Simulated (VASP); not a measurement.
# Te (P3_121) in VASP: notebook

The runs below take Te through single point, with LDA.

All numbers are computed with VASP 6.6.1; they aren't measurements. Logs are shortened: lines on timing, memory, paths and dates and some standing lists are left out, and cuts for length are marked.

### Step 1. The cell of the first run

Symmetry: P3_121, No. 152, trigonal system. Conventional cell: a = 4.297 Å, b = 4.297 Å, c = 5.904 Å, α = 90.00°, β = 90.00°, γ = 120.00°. Te (site symmetry 2) has 6 Te at 2.90 to 3.32 Å within 3.8 Å.

### Step 2. Single point, LDA

The input, INCAR:

```
SYSTEM = Te
PREC = Accurate
ENCUT = 520
EDIFF = 1E-6
ISMEAR = 1
SIGMA = 0.1
LREAL = .False.
LASPH = .True.
NELM = 60
ALGO = Normal
ISIF = 2
LWAVE = .False.
LCHARG = .False.
NBANDS = 16
```

The input, KPOINTS:

```
Automatic mesh
0
Gamma
  9 9 6
  0 0 0
```

The input, POSCAR:

```
Te
1.0
    4.2966332825      0.0000000000      0.0000000000
   -2.1483166412      3.7209935734      0.0000000000
    0.0000000000      0.0000000000      5.9041060663
Te
3
Direct
    0.2855404168      1.0000000000      0.3333333333
    1.0000000000      0.2855404168      0.6666666667
    0.7144595832      0.7144595832      1.0000000000
```

Potentials or basis: VASP PAW LDA potentials, release 64 (Te).

Command:

```
cat potpaw_LDA.64/Te/POTCAR > POTCAR
mpirun -np 1 vasp_std > vasp.out
```

OUTCAR:

```text
SYSTEM = Te
   PREC = Accurate
   ENCUT = 520
   EDIFF = 1E-6
   ISMEAR = 1
   LREAL = .False.
   LASPH = .True.
   NELM = 60
   ISIF = 2

 ion  position               nearest neighbor table
   1  0.286  0.000  0.333-   3 2.90   2 2.90   3 3.32   3 3.32   2 3.32   2 3.32
   2  0.000  0.286  0.667-   3 2.90   1 2.90   3 3.32   3 3.32   1 3.32   1 3.32
   3  0.714  0.714  0.000-   2 2.90   1 2.90   2 3.32   1 3.32   1 3.32   2 3.32

  LATTYP: Found a hexagonal cell.
 ALAT       =     4.2966332825
 C/A-ratio  =     1.3741238030

  Lattice vectors:

 A1 = (   4.2966332825,   0.0000000000,   0.0000000000)
 A2 = (  -2.1483166412,   3.7209935734,   0.0000000000)
 A3 = (   0.0000000000,   0.0000000000,   5.9041060663)

Analysis of symmetry for initial positions (statically):
=====================================================================
 Subroutine PRICEL returns:
 Original cell was already a primitive cell.

 Routine SETGRP: Setting up the symmetry group for a
 hexagonal supercell.

 Subroutine GETGRP returns: Found  6 space group operations
 (whereof  2 operations were pure point group operations)
 out of a pool of 24 trial point group operations.

The static configuration has the point symmetry C_2 .
 The point group associated with its full space group is D_3 .

Analysis of symmetry for dynamics (positions and initial velocities):
=====================================================================
 Subroutine PRICEL returns:
 Original cell was already a primitive cell.

 Routine SETGRP: Setting up the symmetry group for a
 hexagonal supercell.

 Subroutine GETGRP returns: Found  6 space group operations
 (whereof  2 operations were pure point group operations)
 out of a pool of 24 trial point group operations.

The dynamic configuration has the point symmetry C_2 .
 The point group associated with its full space group is D_3 .

 Subroutine INISYM returns: Found  6 space group operations
 (whereof  2 operations are pure point group operations),
 and found     1 'primitive' translations

----------------------------------------------------------------------------------------

                                     Primitive cell

  volume of cell :      94.3933

  direct lattice vectors                    reciprocal lattice vectors
     4.296633283  0.000000000  0.000000000     0.232740365  0.134372713  0.000000000
    -2.148316641  3.720993573  0.000000000     0.000000000  0.268745425  0.000000000
     0.000000000  0.000000000  5.904106066     0.000000000  0.000000000  0.169373651

  length of vectors
[... 81 lines left out ...]
   LASPH  =      T    aspherical Exc in radial PAW
   ENCUT  =  520.0 eV  38.22 Ry    6.18 a.u.   7.99  7.99 10.98*2*pi/ulx,y,z
   NELM   =     60;   NELMIN=  2; NELMDL= -5     # of ELM steps
   EDIFF  = 0.1E-05   stopping-criterion for ELM
   LREAL  =      F    real-space projection
   EDIFFG = 0.1E-04   stopping-criterion for IOM
   NSW    =      0    number of steps for IOM
   IBRION =     -1    ionic relax: 0-MD 1-quasi-New 2-CG
   NFREE  =      0    steps in history (QN), initial steepest desc. (CG)
   ISIF   =      2    stress and relaxation
   ISYM   =      2    0-nonsym 1-usesym 2-fastsym
   POTIM  = 0.5000    time-step for ionic-motion
   TEBEG  =    0.0;   TEEND  =   0.0 temperature during run
   PSTRESS=    0.0 pullay stress
   NELECT =      18.0000    total number of electrons
   NUPDOWN=      -1.0000    fix difference up-down
   EMIN   =  10.00;   EMAX   =-10.00  energy-range for DOS
   EFERMI =   0.00;   METHOD = LEGACY
   ISMEAR =     1;   SIGMA  =   0.10  broadening in eV -4-tet -1-fermi 0-gaus
   EFERMI_NEDOS =   21; number of points for ismear=-14 and -15
   IALGO  =     38    algorithm
   IMIX   =      4    mixing-type and parameters
     AMIX     =   0.40;   BMIX     =  1.00
     AMIX_MAG =   1.60;   BMIX_MAG =  1.00
  volume/ion in A,a.u.               =      31.46       212.33
  Fermi-wavevector in a.u.,A,eV,Ry     =   0.942291  1.780672 12.080790  0.887913
  Thomas-Fermi vector in A             =   2.069886
   LORBIT       =      0    0 simple, 1 ext, 2 COOP (PROOUT), +10 PAW based schemes
   GGA     = CA    functional components
   LHFCALC =     F    Hartree Fock is set to
   AEXX    =    0.0000 exact exchange contribution
   IVDW    =     0    specifies the selected vdW correction
   LEPSILON=     F    determine dielectric tensor
   LRPA    =     F    only Hartree local field effects (RPA)
 non-spin polarized calculation
 Methfessel and Paxton  Order N= 1 SIGMA  =   0.10
  energy-cutoff  :      520.00
  volume of cell :       94.39
 maximum number of plane-waves:      2562
   NGX = 15   NGY = 15   NGZ = 21

 number of electron      17.9999999 magnetization

 Free energy of the ion-electron system (eV)
  ---------------------------------------------------
  ext. energy  EPLUGINS =         0.00000000
  ---------------------------------------------------
  free energy    TOTEN  =       -11.41070903 eV

  energy without entropy =      -11.41055267  energy(sigma->0) =      -11.41065691

 E-fermi :   6.8620     XC(G=0):  -9.6453

 val. band max:        6.8390590058   @ k =   0.3333   0.3333   0.5000
 cond. band min:       7.0105562478   @ k =   0.0000   0.0000   0.5000
 fundamental gap:      0.1714972421
 Fermi energy:         6.8619713881

 k-point     1 :       0.0000    0.0000    0.0000
  band No.  band energies     occupation
      1      -7.2606      2.00000
      2      -3.7908      2.00000
      3      -3.7908      2.00000
      4       3.7925      2.00000
      5       4.1775      2.00000
      6       4.1775      2.00000
[... 433 lines left out ...]
      3      -3.1065      2.00000
      4       1.5555      2.00000
      5       2.2318      2.00000
      6       3.2403      2.00000
[... 8 lines left out ...]
     15      13.8746      0.00000
     16      14.7125      0.00000

 [... further k-points ...]
[... 5 lines left out ...]
  --------------------------------------------------------------------------------------
  -------------------------------------------------------------------------------------
  Total       -0.0493809     -0.0493809      0.1503983     -0.0000000      0.0000000      0.0000000
  in kB       -0.8381622     -0.8381622      2.5527729     -0.0000000      0.0000000      0.0000000
  external PRESSURE =       0.2921495 kB  Pullay stress =       0.0000000 kB

 VOLUME and BASIS-vectors are now :
 -----------------------------------------------------------------------------
  energy-cutoff  :      520.00
  volume of cell :       94.39
      direct lattice vectors                 reciprocal lattice vectors
     4.296633283  0.000000000  0.000000000     0.232740365  0.134372713  0.000000000
    -2.148316641  3.720993573  0.000000000     0.000000000  0.268745425  0.000000000
     0.000000000  0.000000000  5.904106066     0.000000000  0.000000000  0.169373651

 POSITION                                       TOTAL-FORCE (eV/Angst)
 -----------------------------------------------------------------------------------
      1.22686      0.00000      1.96804         0.023254      0.000000     -0.000000
     -0.61343      1.06249      3.93607        -0.011627      0.020139      0.000000
      1.53489      2.65850      0.00000        -0.011627     -0.020139     -0.000000
 -----------------------------------------------------------------------------------
    total drift:                               -0.000000     -0.000000      0.000000

  FREE ENERGIE OF THE ION-ELECTRON SYSTEM (eV)
  ---------------------------------------------------
  free  energy   TOTEN  =       -11.4107090332 eV

  energy  without entropy=      -11.4105526676  energy(sigma->0) =      -11.41065691
```

OSZICAR:

```text
N       E                     dE             d eps       ncg     rms          rms(c)
DAV:   1     0.721652301326E+02    0.72165E+02   -0.66025E+03  1984   0.909E+02
DAV:   2    -0.677593036575E+01   -0.78941E+02   -0.75084E+02  2688   0.138E+02
DAV:   3    -0.113676072976E+02   -0.45917E+01   -0.45712E+01  2440   0.373E+01
DAV:   4    -0.114445657114E+02   -0.76958E-01   -0.76948E-01  2888   0.567E+00
DAV:   5    -0.114459319480E+02   -0.13662E-02   -0.13662E-02  2656   0.665E-01    0.135E+01
DAV:   6    -0.114206980343E+02    0.25234E-01   -0.12651E-02  2616   0.634E-01    0.838E+00
DAV:   7    -0.114111924799E+02    0.95056E-02   -0.26560E-02  2392   0.866E-01    0.267E-01
DAV:   8    -0.114107019321E+02    0.49055E-03   -0.41978E-03  2376   0.361E-01    0.134E-01
DAV:   9    -0.114107129179E+02   -0.10986E-04   -0.12747E-04  2848   0.737E-02    0.765E-02
DAV:  10    -0.114107095359E+02    0.33820E-05   -0.10561E-05  2592   0.189E-02    0.845E-03
DAV:  11    -0.114107090332E+02    0.50265E-06   -0.18834E-06  2072   0.814E-03
   1 F= -.11410709E+02 E0= -.11410657E+02  d E =-.156366E-03
```

stdout:

```text
POSCAR found type information on POSCAR Te
 POSCAR found :  1 types and       3 ions
 scaLAPACK will be used
 LDA part: xc-table for (Slater(with rela. corr.)+CA(PZ))
 , standard interpolation
 POSCAR, INCAR and KPOINTS ok, starting setup
 FFT: planning ... GRIDC
 FFT: planning ... GRID_SOFT
 FFT: planning ... GRID
 WAVECAR not read
 entering main loop
```

Wall time 25 s (1 thread of Intel Xeon 6975P-C (Granite Rapids), shared host); peak memory 0.21 GiB.

What came out:

| Quantity | Value |
| --- | --- |
| Free energy | -11.4107 eV |
| Pressure | 0.0 GPa |
| Largest force | 0.023 eV/Å |
| Band gap on the k mesh | zero (filled and empty bands touch) |

Forces on the atoms (eV/Å):
```
Te   0.023  0.000  0.000
Te  -0.012  0.020  0.000
Te  -0.012 -0.020  0.000
```

Stress tensor (GPa, compression positive):
```
-0.08  0.00  0.00
 0.00 -0.08  0.00
 0.00  0.00  0.26
```

Levels at points of the mesh, in eV from the Fermi level:
```csv
k point,band 5,band 6,band 7,band 8,band 9,band 10,band 11,band 12,band 13,band 14
"(0.00, 0.00, 0.00)",-2.68,-2.68,-1.89,-1.89,-1.26,0.94,0.94,1.60,4.73,4.73
"(0.00, 0.00, 0.50)",-2.79,-2.79,-1.36,-0.93,-0.93,0.15,0.20,0.20,3.56,4.92
```

Caveat: spin-orbit coupling is left out, which moves the levels of the heavy elements.

### Step 3. Single point, LDA

The input, INCAR:

```
SYSTEM = Te
PREC = Accurate ; ENCUT = 520
EDIFF = 1E-6 ; ISMEAR = 1
SIGMA = 0.2 ; LREAL = .FALSE.
LASPH = .TRUE. ; NELM = 100
ALGO = Normal ; ISIF = 2
LWAVE = .FALSE. ; LCHARG = .FALSE.
GGA = CA ; NBANDS = 16
```

The input, KPOINTS:

```
regular mesh
0
G
  9 9 6
  0 0 0
```

POSCAR is that of step 2.

Potentials or basis: VASP PAW LDA potentials, release 64 (Te).

Command:

```
cat potpaw_LDA.64/Te/POTCAR > POTCAR
mpirun -np 1 vasp_std > vasp.out
```

OUTCAR:

```text
SYSTEM = Te
   PREC = Accurate
   ENCUT = 520
   EDIFF = 1E-6
   ISMEAR = 1
   LREAL = .FALSE.
   LASPH = .TRUE.
   NELM = 100
   ISIF = 2
   GGA = CA

 ion  position               nearest neighbor table
   1  0.286  0.000  0.333-   3 2.90   2 2.90   3 3.32   3 3.32   2 3.32   2 3.32
   2  0.000  0.286  0.667-   3 2.90   1 2.90   3 3.32   3 3.32   1 3.32   1 3.32
   3  0.714  0.714  0.000-   2 2.90   1 2.90   2 3.32   1 3.32   1 3.32   2 3.32

  LATTYP: Found a hexagonal cell.
 ALAT       =     4.2966332825
 C/A-ratio  =     1.3741238030

  Lattice vectors:

 A1 = (   4.2966332825,   0.0000000000,   0.0000000000)
 A2 = (  -2.1483166412,   3.7209935734,   0.0000000000)
 A3 = (   0.0000000000,   0.0000000000,   5.9041060663)

Analysis of symmetry for initial positions (statically):
=====================================================================
 Subroutine PRICEL returns:
 Original cell was already a primitive cell.

 Routine SETGRP: Setting up the symmetry group for a
 hexagonal supercell.

 Subroutine GETGRP returns: Found  6 space group operations
 (whereof  2 operations were pure point group operations)
 out of a pool of 24 trial point group operations.

The static configuration has the point symmetry C_2 .
 The point group associated with its full space group is D_3 .

Analysis of symmetry for dynamics (positions and initial velocities):
=====================================================================
 Subroutine PRICEL returns:
 Original cell was already a primitive cell.

 Routine SETGRP: Setting up the symmetry group for a
 hexagonal supercell.

 Subroutine GETGRP returns: Found  6 space group operations
 (whereof  2 operations were pure point group operations)
 out of a pool of 24 trial point group operations.

The dynamic configuration has the point symmetry C_2 .
[... 114 lines left out ...]
   NUPDOWN=      -1.0000    fix difference up-down
   EMIN   =  10.00;   EMAX   =-10.00  energy-range for DOS
   EFERMI =   0.00;   METHOD = LEGACY
   ISMEAR =     1;   SIGMA  =   0.20  broadening in eV -4-tet -1-fermi 0-gaus
   EFERMI_NEDOS =   21; number of points for ismear=-14 and -15
   IALGO  =     38    algorithm
   IMIX   =      4    mixing-type and parameters
     AMIX     =   0.40;   BMIX     =  1.00
     AMIX_MAG =   1.60;   BMIX_MAG =  1.00
  volume/ion in A,a.u.               =      31.46       212.33
  Fermi-wavevector in a.u.,A,eV,Ry     =   0.942291  1.780672 12.080790  0.887913
  Thomas-Fermi vector in A             =   2.069886
   LORBIT       =      0    0 simple, 1 ext, 2 COOP (PROOUT), +10 PAW based schemes
   GGA     = CA    functional components
   LHFCALC =     F    Hartree Fock is set to
   AEXX    =    0.0000 exact exchange contribution
   IVDW    =     0    specifies the selected vdW correction
   LEPSILON=     F    determine dielectric tensor
   LRPA    =     F    only Hartree local field effects (RPA)
 non-spin polarized calculation
 Methfessel and Paxton  Order N= 1 SIGMA  =   0.20
  energy-cutoff  :      520.00
  volume of cell :       94.39
 maximum number of plane-waves:      2562
   NGX = 15   NGY = 15   NGZ = 21

 number of electron      17.9999999 magnetization

 Free energy of the ion-electron system (eV)
  ---------------------------------------------------
  ext. energy  EPLUGINS =         0.00000000
  ---------------------------------------------------
  free energy    TOTEN  =       -11.41032846 eV

  energy without entropy =      -11.41300337  energy(sigma->0) =      -11.41122009

 E-fermi :   6.8890     XC(G=0):  -9.6453

 val. band max:        6.8391834912   @ k =   0.3333   0.3333   0.5000
 cond. band min:       7.0106413888   @ k =   0.0000   0.0000   0.5000
 fundamental gap:      0.1714578976
 Fermi energy:         6.8890264601

 k-point     1 :       0.0000    0.0000    0.0000
  band No.  band energies     occupation
      1      -7.2605      2.00000
      2      -3.7907      2.00000
      3      -3.7907      2.00000
      4       3.7925      2.00000
      5       4.1775      2.00000
      6       4.1775      2.00000
[... 433 lines left out ...]
      3      -3.1064      2.00000
      4       1.5556      2.00000
      5       2.2318      2.00000
      6       3.2403      2.00000
[... 8 lines left out ...]
     15      13.8746      0.00000
     16      14.7126      0.00000

 [... further k-points ...]
[... 5 lines left out ...]
  --------------------------------------------------------------------------------------
  -------------------------------------------------------------------------------------
  Total       -0.0544098     -0.0544098      0.1597848     -0.0000000      0.0000000     -0.0000000
  in kB       -0.9235206     -0.9235206      2.7120935     -0.0000000      0.0000000     -0.0000000
  external PRESSURE =       0.2883507 kB  Pullay stress =       0.0000000 kB

 VOLUME and BASIS-vectors are now :
 -----------------------------------------------------------------------------
  energy-cutoff  :      520.00
  volume of cell :       94.39
      direct lattice vectors                 reciprocal lattice vectors
     4.296633283  0.000000000  0.000000000     0.232740365  0.134372713  0.000000000
    -2.148316641  3.720993573  0.000000000     0.000000000  0.268745425  0.000000000
     0.000000000  0.000000000  5.904106066     0.000000000  0.000000000  0.169373651

 POSITION                                       TOTAL-FORCE (eV/Angst)
 -----------------------------------------------------------------------------------
      1.22686      0.00000      1.96804         0.019214      0.000000      0.000000
     -0.61343      1.06249      3.93607        -0.009607      0.016640      0.000000
      1.53489      2.65850      0.00000        -0.009607     -0.016640     -0.000000
 -----------------------------------------------------------------------------------
    total drift:                               -0.000000     -0.000000      0.000000

  FREE ENERGIE OF THE ION-ELECTRON SYSTEM (eV)
  ---------------------------------------------------
  free  energy   TOTEN  =       -11.4103284565 eV

  energy  without entropy=      -11.4130033689  energy(sigma->0) =      -11.41122009
```

stdout:

```text
POSCAR found type information on POSCAR Te
 POSCAR found :  1 types and       3 ions
 scaLAPACK will be used
 LDA part: xc-table for (Slater(with rela. corr.)+CA(PZ))
 , standard interpolation
 POSCAR, INCAR and KPOINTS ok, starting setup
 FFT: planning ... GRIDC
 FFT: planning ... GRID_SOFT
 FFT: planning ... GRID
 WAVECAR not read
 entering main loop
```

Run time: 27 s. Hardware: 1 thread of Intel Xeon 6975P-C (Granite Rapids), shared host; peak memory 0.21 GiB.

Results:

```yaml
Free_energy: -11.4103 eV
Pressure: 0.0 GPa
Largest_force: 0.019 eV/Å
Band_gap_on_the_k_mesh: zero (filled and empty bands touch)
```

Forces on the atoms (eV/Å):
```
Te   0.019  0.000  0.000
Te  -0.010  0.017  0.000
Te  -0.010 -0.017  0.000
```

Caveat: spin-orbit coupling is left out, which moves the levels of the heavy elements.
